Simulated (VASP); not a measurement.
# AlP (F-43m) in VASP: single point with PBE

Aim: the single point of AlP with PBE.

Everything below comes from runs of VASP 6.6.1. Logs are shortened: lines on timing, memory, paths and dates and some standing lists are left out, and cuts for length are marked.

### 1 The cell of the first run

Symmetry: F-43m, No. 216, cubic system. The conventional cell has a = 5.451 Å, b = 5.451 Å, c = 5.451 Å, α = 90.00°, β = 90.00°, γ = 90.00°. Al (site symmetry -43m) has 4 P at 2.36 Å within 3.1 Å. P (site symmetry -43m) has 4 Al at 2.36 Å within 3.1 Å.

### 2 Single point, PBE

Contents of INCAR:

```
  PREC = Accurate
  ENCUT = 500
  EDIFF = 1E-6
  ISMEAR = 0
  SIGMA = 0.02
  LREAL = F
  LASPH = T
  NELM = 120
  ALGO = Normal
  ISIF = 2
  LWAVE = F
  LCHARG = T
  GGA = PE
  LELF = T
  LVHAR = T
  NBANDS = 46
  GGA_COMPAT = F
```

Contents of KPOINTS:

```
Automatic mesh
0
Gamma
  2 2 2
```

Contents of POSCAR:

```
AlP
1.0
    0.0000000000      5.4510000000      5.4510000000
    5.4510000000      0.0000000000      5.4510000000
    5.4510000000      5.4510000000      0.0000000000
Al P
8 8
Direct
    0.0000000000      0.0000000000      0.0000000000
    0.0000000000      0.0000000000      0.5000000000
    0.0000000000      0.5000000000      0.0000000000
    0.0000000000      0.5000000000      0.5000000000
    0.5000000000      0.0000000000      0.0000000000
    0.5000000000      0.0000000000      0.5000000000
    0.5000000000      0.5000000000      0.0000000000
    0.5000000000      0.5000000000      0.5000000000
    0.1250000000      0.1250000000      0.1250000000
    0.1250000000      0.1250000000      0.6250000000
    0.1250000000      0.6250000000      0.1250000000
    0.1250000000      0.6250000000      0.6250000000
    0.6250000000      0.1250000000      0.1250000000
    0.6250000000      0.1250000000      0.6250000000
    0.6250000000      0.6250000000      0.1250000000
    0.6250000000      0.6250000000      0.6250000000
```

Potentials or basis: VASP PAW PBE potentials, release 64 (Al, P).

On the command line:

```
cat potpaw_PBE.64/Al/POTCAR potpaw_PBE.64/P/POTCAR > POTCAR
mpirun -np 1 vasp_std > vasp.out
```

OUTCAR:

```text
PREC = Accurate
   ENCUT = 500
   EDIFF = 1E-6
   ISMEAR = 0
   LREAL = F
   LASPH = T
   NELM = 120
   ISIF = 2
   GGA = PE

 ion  position               nearest neighbor table
   1  0.000  0.000  0.000-  10 2.36  11 2.36  13 2.36   9 2.36
   2  0.000  0.000  0.500-   9 2.36  12 2.36  14 2.36  10 2.36
   3  0.000  0.500  0.000-   9 2.36  12 2.36  15 2.36  11 2.36
   4  0.000  0.500  0.500-  10 2.36  11 2.36  16 2.36  12 2.36
   5  0.500  0.000  0.000-   9 2.36  14 2.36  15 2.36  13 2.36
   6  0.500  0.000  0.500-  10 2.36  13 2.36  16 2.36  14 2.36
[... 8 lines left out ...]
  15  0.625  0.625  0.125-   3 2.36   5 2.36   8 2.36   7 2.36
  16  0.625  0.625  0.625-   4 2.36   6 2.36   7 2.36   8 2.36

  LATTYP: Found a face centered cubic cell.
 ALAT       =    10.9020000000

  Lattice vectors:

 A1 = (   0.0000000000,   5.4510000000,   5.4510000000)
 A2 = (   5.4510000000,   0.0000000000,   5.4510000000)
 A3 = (   5.4510000000,   5.4510000000,   0.0000000000)

Analysis of symmetry for initial positions (statically):
=====================================================================
 Subroutine PRICEL returns following result:

  LATTYP: Found a face centered cubic cell.
 ALAT       =     5.4510000000

  Lattice vectors:

 A1 = (   0.0000000000,   2.7255000000,   2.7255000000)
 A2 = (   2.7255000000,   0.0000000000,   2.7255000000)
 A3 = (   2.7255000000,   2.7255000000,   0.0000000000)

   8 primitive cells build up your supercell.

 Routine SETGRP: Setting up the symmetry group for a
 face centered cubic supercell.

 Subroutine GETGRP returns: Found 24 space group operations
 (whereof 24 operations were pure point group operations)
 out of a pool of 48 trial point group operations.

The static configuration has the point symmetry T_d .

Analysis of symmetry for dynamics (positions and initial velocities):
=====================================================================
 Subroutine PRICEL returns following result:

  LATTYP: Found a face centered cubic cell.
 ALAT       =     5.4510000000

  Lattice vectors:

 A1 = (   0.0000000000,   2.7255000000,   2.7255000000)
 A2 = (   2.7255000000,   0.0000000000,   2.7255000000)
 A3 = (   2.7255000000,   2.7255000000,   0.0000000000)

   8 primitive cells build up your supercell.

 Routine SETGRP: Setting up the symmetry group for a
 face centered cubic supercell.

 Subroutine GETGRP returns: Found 24 space group operations
 (whereof 24 operations were pure point group operations)
 out of a pool of 48 trial point group operations.

The dynamic configuration has the point symmetry T_d .

 Subroutine INISYM returns: Found 24 space group operations
 (whereof 24 operations are pure point group operations),
 and found     8 'primitive' translations

----------------------------------------------------------------------------------------

                                     Primitive cell

  volume of cell :      40.4919

  direct lattice vectors                    reciprocal lattice vectors
     0.000000000  2.725500000  2.725500000    -0.183452578  0.183452578  0.183452578
     2.725500000  0.000000000  2.725500000     0.183452578 -0.183452578  0.183452578
     2.725500000  2.725500000  0.000000000     0.183452578  0.183452578 -0.183452578

  length of vectors
     3.854439064  3.854439064  3.854439064     0.317749185  0.317749185  0.317749185

  position of ions in fractional coordinates (direct lattice)
     0.000000000  0.000000000  0.000000000
     0.250000000  0.250000000  0.250000000

  ion indices of the primitive-cell ions
   primitive index   ion index
                 1           1
                 2           9

----------------------------------------------------------------------------------------

 KPOINTS: Automatic mesh

Automatic generation of k-mesh.
 Grid dimensions read from file:
 generate k-points for:    2    2    2

 Generating k-lattice:

  Cartesian coordinates                     Fractional coordinates (reciprocal lattice)
    -0.045863144  0.045863144  0.045863144     0.500000000  0.000000000  0.000000000
     0.045863144 -0.045863144  0.045863144     0.000000000  0.500000000  0.000000000
     0.045863144  0.045863144 -0.045863144     0.000000000  0.000000000  0.500000000

  Length of vectors
     0.079437296  0.079437296  0.079437296

  Shift w.r.t. Gamma in fractional coordinates (k-lattice)
     0.000000000  0.000000000  0.000000000

 Subroutine IBZKPT returns following result:
 ===========================================

 Found      3 irreducible k-points:

 Following reciprocal coordinates:
            Coordinates               Weight
  0.000000  0.000000  0.000000      1.000000
  0.500000  0.000000  0.000000      4.000000
  0.500000  0.500000  0.000000      3.000000
   k-points           NKPTS =      3   k-points in BZ     NKDIM =      3   number of bands    NBANDS=     46
   number of dos      NEDOS =    301   number of ions     NIONS =     16
   total plane-waves  NPLWV = 175616
   dimension x,y,z NGX =    56 NGY =   56 NGZ =   56
   dimension x,y,z NGXF=   112 NGYF=  112 NGZF=  112
   ions per type =               8   8
   NGX,Y,Z   is equivalent  to a cutoff of  12.08, 12.08, 12.08 a.u.
   NGXF,Y,Z  is equivalent  to a cutoff of  24.15, 24.15, 24.15 a.u.
 SYSTEM =  unknown system
   PREC   = accura    normal or accurate (medium, high low for compatibility)
   ISTART =      0    job   : 0-new  1-cont  2-samecut
   ICHARG =      2    charge: 1-file 2-atom 10-const
   ISPIN  =      1    spin polarized calculation?
   LNONCOLLINEAR =      F non collinear calculations
   LSORBIT =      F    spin-orbit coupling
   LASPH  =      T    aspherical Exc in radial PAW
   ENCUT  =  500.0 eV  36.75 Ry    6.06 a.u.  14.06 14.06 14.06*2*pi/ulx,y,z
   NELM   =    120;   NELMIN=  2; NELMDL= -5     # of ELM steps
   EDIFF  = 0.1E-05   stopping-criterion for ELM
   LREAL  =      F    real-space projection
   EDIFFG = 0.1E-04   stopping-criterion for IOM
   NSW    =      0    number of steps for IOM
   IBRION =     -1    ionic relax: 0-MD 1-quasi-New 2-CG
   NFREE  =      0    steps in history (QN), initial steepest desc. (CG)
   ISIF   =      2    stress and relaxation
   ISYM   =      2    0-nonsym 1-usesym 2-fastsym
   POTIM  = 0.5000    time-step for ionic-motion
   TEBEG  =    0.0;   TEEND  =   0.0 temperature during run
   PSTRESS=    0.0 pullay stress
   NELECT =      64.0000    total number of electrons
   NUPDOWN=      -1.0000    fix difference up-down
   EMIN   =  10.00;   EMAX   =-10.00  energy-range for DOS
   EFERMI =   0.00;   METHOD = LEGACY
   ISMEAR =     0;   SIGMA  =   0.02  broadening in eV -4-tet -1-fermi 0-gaus
   EFERMI_NEDOS =   21; number of points for ismear=-14 and -15
   IALGO  =     38    algorithm
   IMIX   =      4    mixing-type and parameters
     AMIX     =   0.40;   BMIX     =  1.00
     AMIX_MAG =   1.60;   BMIX_MAG =  1.00
  volume/ion in A,a.u.               =      20.25       136.63
  Fermi-wavevector in a.u.,A,eV,Ry     =   0.953488  1.801831 12.369596  0.909140
  Thomas-Fermi vector in A             =   2.082148
   LORBIT       =      0    0 simple, 1 ext, 2 COOP (PROOUT), +10 PAW based schemes
   GGA     = PE    functional components
   LHFCALC =     F    Hartree Fock is set to
   AEXX    =    0.0000 exact exchange contribution
   IVDW    =     0    specifies the selected vdW correction
   LEPSILON=     F    determine dielectric tensor
   LRPA    =     F    only Hartree local field effects (RPA)
 non-spin polarized calculation
 Gauss-broadening in eV      SIGMA  =   0.02
  energy-cutoff  :      500.00
  volume of cell :      323.94
 maximum number of plane-waves:      8291
   NGX = 29   NGY = 29   NGZ = 29

 number of electron      64.0000001 magnetization

 Free energy of the ion-electron system (eV)
  ---------------------------------------------------
  ext. energy  EPLUGINS =         0.00000000
  ---------------------------------------------------
  free energy    TOTEN  =       -82.16501401 eV

  energy without entropy =      -82.16501401  energy(sigma->0) =      -82.16501401

 E-fermi :   4.8103     XC(G=0):  -9.2110

 val. band max:        4.6648167776   @ k =   0.0000   0.0000   0.0000
 cond. band min:       6.2097318449   @ k =   0.0000   0.0000   0.0000
 fundamental gap:      1.5449150672
 Fermi energy:         4.8103333140

 k-point     1 :       0.0000    0.0000    0.0000
  band No.  band energies     occupation
      1      -6.8743      2.00000
      2      -5.1759      2.00000
      3      -5.1759      2.00000
      4      -5.1759      2.00000
      5      -5.1759      2.00000
      6      -4.5036      2.00000
[... 36 lines left out ...]
     43       8.0073      0.00000
     44       9.2078      0.00000

 k-point     2 :       0.5000    0.0000    0.0000
  band No.  band energies     occupation
      1      -6.2109      2.00000
      2      -6.2109      2.00000
      3      -4.9097      2.00000
      4      -4.9097      2.00000
      5      -4.9097      2.00000
      6      -4.9097      2.00000
[... 36 lines left out ...]
     43       9.7999      0.00000
     44       9.8174      0.00000

 k-point     3 :       0.5000    0.5000    0.0000
  band No.  band energies     occupation
      1      -5.9825      2.00000
      2      -5.9825      2.00000
      3      -5.2998      2.00000
      4      -5.2998      2.00000
      5      -5.2998      2.00000
      6      -5.2998      2.00000
[... 36 lines left out ...]
     43      10.6175      0.00000
     44      10.6238      0.00000
 [bands above 44 left out]

------------------------ aborting loop because EDIFF is reached ----------------------------------------

  FORCE on cell =-STRESS in cart. coord.  units (eV):
  Direction    XX          YY          ZZ          XY          YZ          ZX
  --------------------------------------------------------------------------------------
  -------------------------------------------------------------------------------------
  Total        6.1625320      6.1625320      6.1625320      0.0000000     -0.0000000      0.0000000
  in kB       30.4797380     30.4797380     30.4797380      0.0000000     -0.0000000      0.0000000
  external PRESSURE =      30.4797380 kB  Pullay stress =       0.0000000 kB

 VOLUME and BASIS-vectors are now :
 -----------------------------------------------------------------------------
  energy-cutoff  :      500.00
  volume of cell :      323.94
      direct lattice vectors                 reciprocal lattice vectors
     0.000000000  5.451000000  5.451000000    -0.091726289  0.091726289  0.091726289
     5.451000000  0.000000000  5.451000000     0.091726289 -0.091726289  0.091726289
     5.451000000  5.451000000  0.000000000     0.091726289  0.091726289 -0.091726289

 POSITION                                       TOTAL-FORCE (eV/Angst)
 -----------------------------------------------------------------------------------
      0.00000      0.00000      0.00000        -0.000000     -0.000000     -0.000000
      2.72550      2.72550      0.00000        -0.000000     -0.000000     -0.000000
      2.72550      0.00000      2.72550        -0.000000     -0.000000     -0.000000
      5.45100      2.72550      2.72550        -0.000000     -0.000000     -0.000000
      0.00000      2.72550      2.72550        -0.000000     -0.000000     -0.000000
      2.72550      5.45100      2.72550        -0.000000     -0.000000     -0.000000
[... 8 lines left out ...]
      4.08825      4.08825      6.81375         0.000000      0.000000      0.000000
      6.81375      6.81375      6.81375         0.000000      0.000000      0.000000
 -----------------------------------------------------------------------------------
    total drift:                                0.000000      0.000000      0.000000

  FREE ENERGIE OF THE ION-ELECTRON SYSTEM (eV)
  ---------------------------------------------------
  free  energy   TOTEN  =       -82.1650140069 eV

  energy  without entropy=      -82.1650140069  energy(sigma->0) =      -82.16501401
```

Wall time 53 s (1 thread of Intel Xeon Platinum 8559C (Emerald Rapids), shared host); peak memory 0.42 GiB.

Results:

```yaml
Free_energy: -82.1650 eV
Pressure: 3.0 GPa
Band_gap_on_the_k_mesh: 1.54 eV
```

Caveat: the k points lie up to 0.50 Å⁻¹ apart. Expect the measured gap to be larger: semilocal functionals such as PBE lack the derivative discontinuity.
